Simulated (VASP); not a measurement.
# ZnSiP2 (I-42d) in VASP: further runs

The runs below take ZnSiP2 through single point, with PBEsol.

All numbers are computed with VASP 6.6.1; they aren't measurements. Logs are shortened: lines on timing, memory, paths and dates and some standing lists are left out, and cuts for length are marked.

## 1. The cell of the first run

Symmetry: I-42d, No. 122, tetragonal system. The conventional cell has a = 5.352 Å, b = 5.352 Å, c = 10.447 Å, α = 90.00°, β = 90.00°, γ = 90.00°. Zn (site symmetry -4) has 4 P at 2.35 Å within 3.1 Å. Within 3.0 Å of Si (site symmetry -4) lie 4 P at 2.25 Å. Within 3.0 Å of P (site symmetry 2) lie 2 Si at 2.25 Å and 2 Zn at 2.35 Å.

## 2. Single point, PBEsol

The input, INCAR:

```
PREC = Accurate ; ENCUT = 520
EDIFF = 1E-6 ; ISMEAR = 0
SIGMA = 0.02 ; LREAL = F
LASPH = T ; NELM = 100
ALGO = Normal ; ISIF = 2
LWAVE = F ; LCHARG = F
GGA = PS ; NBANDS = 36
```

The input, KPOINTS:

```
regular mesh
0
Gamma
  8 8 8
```

The input, POSCAR:

```
ZnSiP2
1.0
   -2.6760163547      2.6760163547      5.2232740309
    2.6760163547     -2.6760163547      5.2232740309
    2.6760163547      2.6760163547     -5.2232740309
Zn Si P
2 2 4
Direct
    0.0000000000      0.0000000000      0.0000000000
    0.7500000000      0.2500000000      0.5000000000
    0.5000000000      0.5000000000      0.0000000000
    0.2500000000      0.7500000000      0.5000000000
    0.3750000000      0.3895573232      0.5145573232
    0.8750000000      0.8604426768      0.4854426768
    0.6104426768      0.1250000000      0.9854426768
    0.1395573232      0.6250000000      0.0145573232
```

Potentials or basis: VASP PAW PBE potentials, release 64 (Zn, Si, P).

On the command line:

```sh
cat potpaw_PBE.64/Zn/POTCAR potpaw_PBE.64/Si/POTCAR potpaw_PBE.64/P/POTCAR > POTCAR
mpirun -np 1 vasp_std > vasp.out
```

OUTCAR:

```text
PREC = Accurate
   ENCUT = 520
   EDIFF = 1E-6
   ISMEAR = 0
   LREAL = F
   LASPH = T
   NELM = 100
   ISIF = 2
   GGA = PS

 ion  position               nearest neighbor table
   1  0.000  0.000  0.000-   7 2.35   5 2.35   8 2.35   6 2.35
   2  0.750  0.250  0.500-   6 2.35   5 2.35   8 2.35   7 2.35
   3  0.500  0.500  0.000-   5 2.25   6 2.25   7 2.25   8 2.25
   4  0.250  0.750  0.500-   5 2.25   6 2.25   7 2.25   8 2.25
   5  0.375  0.390  0.515-   3 2.25   4 2.25   2 2.35   1 2.35
   6  0.875  0.860  0.485-   3 2.25   4 2.25   2 2.35   1 2.35
   7  0.610  0.125  0.985-   3 2.25   4 2.25   1 2.35   2 2.35
   8  0.140  0.625  0.015-   3 2.25   4 2.25   1 2.35   2 2.35

  LATTYP: Found a body centered tetragonal cell.
 ALAT       =     5.3520327094
 C/A-ratio  =     1.9518841960

  Lattice vectors:

 A1 = (  -2.6760163547,   2.6760163547,   5.2232740309)
 A2 = (   2.6760163547,  -2.6760163547,   5.2232740309)
 A3 = (   2.6760163547,   2.6760163547,  -5.2232740309)

Analysis of symmetry for initial positions (statically):
=====================================================================
 Subroutine PRICEL returns:
 Original cell was already a primitive cell.

 Routine SETGRP: Setting up the symmetry group for a
 body centered tetragonal supercell.

 Subroutine GETGRP returns: Found  8 space group operations
 (whereof  4 operations were pure point group operations)
 out of a pool of 16 trial point group operations.

The static configuration has the point symmetry S_4 .
 The point group associated with its full space group is D_2d.

Analysis of symmetry for dynamics (positions and initial velocities):
=====================================================================
 Subroutine PRICEL returns:
 Original cell was already a primitive cell.

 Routine SETGRP: Setting up the symmetry group for a
 body centered tetragonal supercell.

 Subroutine GETGRP returns: Found  8 space group operations
 (whereof  4 operations were pure point group operations)
 out of a pool of 16 trial point group operations.

The dynamic configuration has the point symmetry S_4 .
 The point group associated with its full space group is D_2d.

 Subroutine INISYM returns: Found  8 space group operations
 (whereof  4 operations are pure point group operations),
[... 102 lines left out ...]
   ISPIN  =      1    spin polarized calculation?
   LNONCOLLINEAR =      F non collinear calculations
   LSORBIT =      F    spin-orbit coupling
   LASPH  =      T    aspherical Exc in radial PAW
   ENCUT  =  520.0 eV  38.22 Ry    6.18 a.u.  11.99 11.99 11.99*2*pi/ulx,y,z
   NELM   =    100;   NELMIN=  2; NELMDL= -5     # of ELM steps
   EDIFF  = 0.1E-05   stopping-criterion for ELM
   LREAL  =      F    real-space projection
[... 7 lines left out ...]
   TEBEG  =    0.0;   TEEND  =   0.0 temperature during run
   PSTRESS=    0.0 pullay stress
   NELECT =      52.0000    total number of electrons
   NUPDOWN=      -1.0000    fix difference up-down
   EMIN   =  10.00;   EMAX   =-10.00  energy-range for DOS
   EFERMI =   0.00;   METHOD = LEGACY
   ISMEAR =     0;   SIGMA  =   0.02  broadening in eV -4-tet -1-fermi 0-gaus
   EFERMI_NEDOS =   21; number of points for ismear=-14 and -15
   IALGO  =     38    algorithm
   IMIX   =      4    mixing-type and parameters
     AMIX     =   0.40;   BMIX     =  1.00
     AMIX_MAG =   1.60;   BMIX_MAG =  1.00
  volume/ion in A,a.u.               =      18.70       126.21
  Fermi-wavevector in a.u.,A,eV,Ry     =   1.151019  2.175111 18.025608  1.324845
  Thomas-Fermi vector in A             =   2.287679
   LORBIT       =      0    0 simple, 1 ext, 2 COOP (PROOUT), +10 PAW based schemes
   GGA     = PS    functional components
   LHFCALC =     F    Hartree Fock is set to
   AEXX    =    0.0000 exact exchange contribution
   IVDW    =     0    specifies the selected vdW correction
   LEPSILON=     F    determine dielectric tensor
   LRPA    =     F    only Hartree local field effects (RPA)
 non-spin polarized calculation
 Gauss-broadening in eV      SIGMA  =   0.02
  energy-cutoff  :      520.00
  volume of cell :      149.62
 maximum number of plane-waves:      4052
   NGX = 23   NGY = 23   NGZ = 23

 number of electron      52.0000024 magnetization

 Free energy of the ion-electron system (eV)
  ---------------------------------------------------
  ext. energy  EPLUGINS =         0.00000000
  ---------------------------------------------------
  free energy    TOTEN  =       -40.23699228 eV

  energy without entropy =      -40.23699228  energy(sigma->0) =      -40.23699228

 E-fermi :   4.7732     XC(G=0): -10.0221

 val. band max:        4.6867422804   @ k =   0.0000   0.0000   0.0000
 cond. band min:       5.8509009573   @ k =   0.0000   0.0000   0.0000
 fundamental gap:      1.1641586769
 Fermi energy:         4.7732496360

 k-point     1 :       0.0000    0.0000    0.0000
  band No.  band energies     occupation
      1      -8.4459      2.00000
      2      -5.4693      2.00000
      3      -5.4621      2.00000
      4      -5.4621      2.00000
      5      -3.9288      2.00000
      6      -2.2267      2.00000
[... 925 lines left out ...]
     35       9.8427      0.00000
     36      10.3391      0.00000

 [... further k-points ...]

------------------------ aborting loop because EDIFF is reached ----------------------------------------

  FORCE on cell =-STRESS in cart. coord.  units (eV):
  Direction    XX          YY          ZZ          XY          YZ          ZX
  --------------------------------------------------------------------------------------
  -------------------------------------------------------------------------------------
  Total        0.1664429      0.1664429      0.1403673      0.0000000      0.0000000      0.0000000
  in kB        1.7823606      1.7823606      1.5031285      0.0000000      0.0000000      0.0000000
  external PRESSURE =       1.6892832 kB  Pullay stress =       0.0000000 kB

 VOLUME and BASIS-vectors are now :
 -----------------------------------------------------------------------------
  energy-cutoff  :      520.00
  volume of cell :      149.62
      direct lattice vectors                 reciprocal lattice vectors
    -2.676016355  2.676016355  5.223274031     0.000000000  0.186844897  0.095725401
     2.676016355 -2.676016355  5.223274031     0.186844897  0.000000000  0.095725401
     2.676016355  2.676016355 -5.223274031     0.186844897  0.186844897  0.000000000

 POSITION                                       TOTAL-FORCE (eV/Angst)
 -----------------------------------------------------------------------------------
      0.00000      0.00000      0.00000         0.000000     -0.000000      0.000000
     -0.00000      2.67602      2.61164         0.000000     -0.000000      0.000000
      0.00000      0.00000      5.22327         0.000000     -0.000000     -0.000000
      2.67602     -0.00000      2.61164         0.000000     -0.000000      0.000000
      1.41592      1.33801      1.30582         0.014408     -0.000000      0.000000
      1.26010      1.33801      6.52909        -0.014408     -0.000000     -0.000000
      1.33801      3.93611     -1.30582         0.000000     -0.014408     -0.000000
      1.33801     -1.26010      3.91746         0.000000      0.014408      0.000000
 -----------------------------------------------------------------------------------
    total drift:                                0.000010      0.000010      0.000003

  FREE ENERGIE OF THE ION-ELECTRON SYSTEM (eV)
  ---------------------------------------------------
  free  energy   TOTEN  =       -40.2369922771 eV

  energy  without entropy=      -40.2369922771  energy(sigma->0) =      -40.23699228
```

OSZICAR:

```text
N       E                     dE             d eps       ncg     rms          rms(c)
DAV:   1     0.326654741871E+03    0.32665E+03   -0.22629E+04  4248   0.149E+03
DAV:   2    -0.532864586078E+01   -0.33198E+03   -0.31642E+03  4344   0.332E+02
DAV:   3    -0.405189792556E+02   -0.35190E+02   -0.34585E+02  5016   0.108E+02
DAV:   4    -0.416691902729E+02   -0.11502E+01   -0.11448E+01  5216   0.190E+01
DAV:   5    -0.416894927095E+02   -0.20302E-01   -0.20287E-01  5216   0.270E+00    0.118E+01
DAV:   6    -0.403458931697E+02    0.13436E+01   -0.37852E+00  5648   0.520E+01    0.805E+00
DAV:   7    -0.402602290077E+02    0.85664E-01   -0.25314E+00  4724   0.109E+01    0.377E+00
DAV:   8    -0.402416823307E+02    0.18547E-01   -0.73094E-02  5364   0.146E+00    0.128E+00
DAV:   9    -0.402369672104E+02    0.47151E-02   -0.17626E-02  6212   0.153E+00    0.174E-01
DAV:  10    -0.402368924290E+02    0.74781E-04   -0.22077E-03  6092   0.509E-01    0.118E-01
DAV:  11    -0.402369771505E+02   -0.84722E-04   -0.41551E-04  5108   0.955E-02    0.553E-02
DAV:  12    -0.402369896901E+02   -0.12540E-04   -0.18139E-05  5068   0.225E-02    0.216E-02
DAV:  13    -0.402369928261E+02   -0.31360E-05   -0.13620E-05  6276   0.365E-02    0.733E-03
DAV:  14    -0.402369922771E+02    0.54902E-06   -0.32654E-06  3768   0.238E-02
   1 F= -.40236992E+02 E0= -.40236992E+02  d E =-.165217E-12
```

Wall time 6.4 min (1 thread of Intel Xeon Platinum 8375C at 2.90GHz (Ice Lake), shared host); peak memory 0.49 GiB.

What came out:

```yaml
Free_energy: -40.2370 eV
Pressure: 0.2 GPa
Largest_force: 0.014 eV/Å
Band_gap_on_the_k_mesh: 1.16 eV
```

Forces on the atoms (eV/Å):
```
Zn   0.000  0.000  0.000
Zn   0.000  0.000  0.000
Si   0.000  0.000  0.000
Si   0.000  0.000  0.000
P    0.014  0.000  0.000
P   -0.014  0.000  0.000
P    0.000 -0.014  0.000
P    0.000  0.014  0.000
```

Caveat: the PAW data sets were made with another functional, which shifts forces and pressure a little. A k mesh can miss the band edges.

## 3. Single point, PBEsol

This run uses another cell than the first one, of 18.88 Å³/atom.

The input, INCAR:

```
SYSTEM = ZnSiP2
PREC = Accurate
ENCUT = 520
EDIFF = 1E-7
ISMEAR = 0
SIGMA = 0.1
LREAL = .False.
LASPH = .True.
NELM = 100
ALGO = Normal
ISIF = 2
LWAVE = .False.
LCHARG = .False.
GGA = PS
NBANDS = 36
```

The input, KPOINTS:

```
Automatic mesh
0
Gamma
  6 6 6
  0 0 0
```

The input, POSCAR:

```
ZnSiP2
1.0
   -2.6867032364      2.6867032364      5.2300306318
    2.6867032364     -2.6867032364      5.2300306318
    2.6867032364      2.6867032364     -5.2300306318
Zn Si P
2 2 4
Direct
    0.0000000000      0.0000000000      0.0000000000
    0.7500000000      0.2500000000      0.5000000000
    0.5000000000      0.5000000000      0.0000000000
    0.2500000000      0.7500000000      0.5000000000
    0.3750000000      0.3923012000      0.5173012000
    0.8750000000      0.8576988000      0.4826988000
    0.6076988000      0.1250000000      0.9826988000
    0.1423012000      0.6250000000      0.0173012000
```

Potentials or basis: VASP PAW PBE potentials, release 64 (Zn, Si, P).

On the command line:

```sh
cat potpaw_PBE.64/Zn/POTCAR potpaw_PBE.64/Si/POTCAR potpaw_PBE.64/P/POTCAR > POTCAR
mpirun -np 1 vasp_std > vasp.out
```

OUTCAR:

```text
SYSTEM = ZnSiP2
   PREC = Accurate
   ENCUT = 520
   EDIFF = 1E-7
   ISMEAR = 0
   LREAL = .False.
   LASPH = .True.
   NELM = 100
   ISIF = 2
   GGA = PS

 ion  position               nearest neighbor table
   1  0.000  0.000  0.000-   5 2.36   7 2.36   6 2.36   8 2.36
   2  0.750  0.250  0.500-   8 2.36   6 2.36   7 2.36   5 2.36
   3  0.500  0.500  0.000-   5 2.25   6 2.25   7 2.25   8 2.25
   4  0.250  0.750  0.500-   5 2.25   6 2.25   7 2.25   8 2.25
   5  0.375  0.392  0.517-   3 2.25   4 2.25   1 2.36   2 2.36
   6  0.875  0.858  0.483-   3 2.25   4 2.25   1 2.36   2 2.36
   7  0.608  0.125  0.983-   3 2.25   4 2.25   2 2.36   1 2.36
   8  0.142  0.625  0.017-   3 2.25   4 2.25   2 2.36   1 2.36

  LATTYP: Found a body centered tetragonal cell.
 ALAT       =     5.3734064728
 C/A-ratio  =     1.9466350287

  Lattice vectors:

 A1 = (  -2.6867032364,   2.6867032364,   5.2300306318)
 A2 = (   2.6867032364,  -2.6867032364,   5.2300306318)
 A3 = (   2.6867032364,   2.6867032364,  -5.2300306318)

Analysis of symmetry for initial positions (statically):
[... 194 lines left out ...]
 k-point     1 :       0.0000    0.0000    0.0000
  band No.  band energies     occupation
      1      -8.4982      2.00000
      2      -5.5338      2.00000
      3      -5.5243      2.00000
      4      -5.5243      2.00000
      5      -4.0273      2.00000
      6      -2.2667      2.00000
[... 925 lines left out ...]
     35       9.2554      0.00000
     36       9.9352      0.00000

 [... further k-points ...]

------------------------ aborting loop because EDIFF is reached ----------------------------------------

  FORCE on cell =-STRESS in cart. coord.  units (eV):
  Direction    XX          YY          ZZ          XY          YZ          ZX
  --------------------------------------------------------------------------------------
  -------------------------------------------------------------------------------------
  Total       -0.5365074     -0.5365074     -0.4967141      0.0000000     -0.0000000      0.0000000
  in kB       -5.6922334     -5.6922334     -5.2700349      0.0000000     -0.0000000      0.0000000
  external PRESSURE =      -5.5515006 kB  Pullay stress =       0.0000000 kB

 VOLUME and BASIS-vectors are now :
 -----------------------------------------------------------------------------
  energy-cutoff  :      520.00
  volume of cell :      151.01
      direct lattice vectors                 reciprocal lattice vectors
    -2.686703236  2.686703236  5.230030632     0.000000000  0.186101685  0.095601735
     2.686703236 -2.686703236  5.230030632     0.186101685  0.000000000  0.095601735
     2.686703236  2.686703236 -5.230030632     0.186101685  0.186101685  0.000000000

 POSITION                                       TOTAL-FORCE (eV/Angst)
 -----------------------------------------------------------------------------------
      0.00000      0.00000      0.00000        -0.000000     -0.000000     -0.000000
     -0.00000      2.68670      2.61502        -0.000000      0.000000      0.000000
      0.00000      0.00000      5.23003        -0.000000      0.000000      0.000000
      2.68670     -0.00000      2.61502        -0.000000     -0.000000      0.000000
      1.43632      1.34335      1.30751        -0.145176      0.000000     -0.000000
      1.25039      1.34335      6.53754         0.145176     -0.000000      0.000000
      1.34335      3.93709     -1.30751        -0.000000      0.145176      0.000000
      1.34335     -1.25039      3.92252         0.000000     -0.145176     -0.000000
 -----------------------------------------------------------------------------------
    total drift:                                0.000012      0.000012      0.000004

  FREE ENERGIE OF THE ION-ELECTRON SYSTEM (eV)
  ---------------------------------------------------
  free  energy   TOTEN  =       -40.2312316267 eV

  energy  without entropy=      -40.2312316267  energy(sigma->0) =      -40.23123163
```

It took 3.6 min on 1 thread of Intel Xeon Platinum 8375C at 2.90GHz (Ice Lake), shared host; peak memory 0.4 GiB.

What came out:

```
Free energy            : -40.2312 eV
Pressure               : -0.6 GPa
Largest force          : 0.145 eV/Å
Band gap on the k mesh : 1.19 eV
```

Forces on the atoms (eV/Å):
```
Zn   0.000  0.000  0.000
Zn   0.000  0.000  0.000
Si   0.000  0.000  0.000
Si   0.000  0.000  0.000
P   -0.145  0.000  0.000
P    0.145  0.000  0.000
P    0.000  0.145  0.000
P    0.000 -0.145  0.000
```

Caveat: the PAW data sets were made with another functional, which shifts forces and pressure a little.
